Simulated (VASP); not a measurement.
Here is a VASP 6.6.1 calculation.

File INCAR:

```
SYSTEM = SbAs
PREC     = Accurate       ! precision mode
ENCUT    = 520            ! plane-wave cutoff, eV
EDIFF    = 1E-7           ! SCF threshold, eV
ISMEAR   = 0              ! smearing method
SIGMA    = 0.02           ! smearing width, eV
LREAL    = .FALSE.        ! projectors in reciprocal space
LASPH    = .TRUE.         ! aspherical terms in the spheres
NELM     = 100            ! most SCF steps
ALGO     = Normal         ! electronic algorithm
ISIF     = 2              ! what is computed and relaxed
LWAVE    = .FALSE.        ! write WAVECAR
LCHARG   = .TRUE.         ! write CHGCAR
LDIPOL   = .TRUE.       
IDIPOL   = 3            
DIPOL    = 0.5 0.5 0.279
GGA      = PE             ! functional
IVDW     = 12             ! dispersion correction
LELF     = .TRUE.         ! ELF
LVHAR    = .TRUE.       
LVACPOTAV= .TRUE.       
NBANDS   = 18             ! bands
```

The input KPOINTS:

```
regular mesh
0
G
  12 12 1
  0 0 0
```

File POSCAR:

```
SbAs
1.0
    3.8218443965      0.0000000026      0.0000000000
   -1.9109222005      3.3098143354      0.0000000000
    0.0000000000      0.0000000000     37.6373349152
Sb As
2 2
Direct
    0.0000000000      0.0000000000      0.1867456859
    0.3333333333      0.6666666667      0.3307966088
    0.3333333333      0.6666666667      0.2271591574
    0.0000000000      0.0000000000      0.3712117787
```

Potentials or basis: VASP PAW PBE potentials, release 64 (Sb, As).

Command:

```bash
$ cat potpaw_PBE.64/Sb/POTCAR potpaw_PBE.64/As/POTCAR > POTCAR
$ mpirun -np 1 vasp_std > vasp.out
```

Estimate the largest force.

0.085 eV/Å.

Estimate the band gap on the k mesh.

1.03 eV (least direct gap 1.47 eV).

Estimate the ionisation potential of the upper face.

5.25 eV.

Predict the dispersion energy per atom.

-0.271 eV.

Forces in eV/Å, atoms in the order of the input:
```
Sb   0.000  0.000 -0.085
Sb   0.000  0.000 -0.084
As   0.000  0.000  0.085
As   0.000  0.000  0.084
```

Caveat: spin-orbit coupling is left out, which moves the levels of the heavy elements.
